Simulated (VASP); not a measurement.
Runs of VASP 6.6.1 on Si7Ge. The structure is that of space group P-43m (No. 215), or close to it. The cells are those of the table. 

```csv
cell,gap on the mesh (eV),pressure (GPa),largest force (eV/Å)
"a = 5.151 Å, 8 atoms",none,22.9,0.02
"a = 5.258 Å, 8 atoms",(c),(a),0.02
"a = 5.360 Å, 8 atoms",0.16,5.7,0.02
"a = 5.554 Å, 8 atoms",0.37,-4.1,-
"a = 5.647 Å, 8 atoms",(b),-7.3,-
"a = 5.459 Å, 8 atoms",0.27,0.1,0.01
```

Alike in all rows: task single point; level PBEsol; potentials or basis VASP PAW PBE potentials, release 64 (Si, Ge_d); no spin polarisation; k mesh 8 × 8 × 8; cutoff (eV) 520; smearing gaussian 0.03 eV.

**Question.** Estimate the missing entries.

**Answer.** (a) 13.1; (b) 0.45; (c) 0.03.

Caveats: the PAW data sets were made with another functional, which shifts forces and pressure a little; the cell stands under pressure (at least some runs); the cell stands under tension (at least some runs); semilocal functionals underestimate gaps, and a narrow one can read as zero (at least some runs).

A k mesh can miss the band edges, and the runs leave out spin-orbit coupling on Ge.

A gap of «none» marks levels without a gap at the run's occupations.
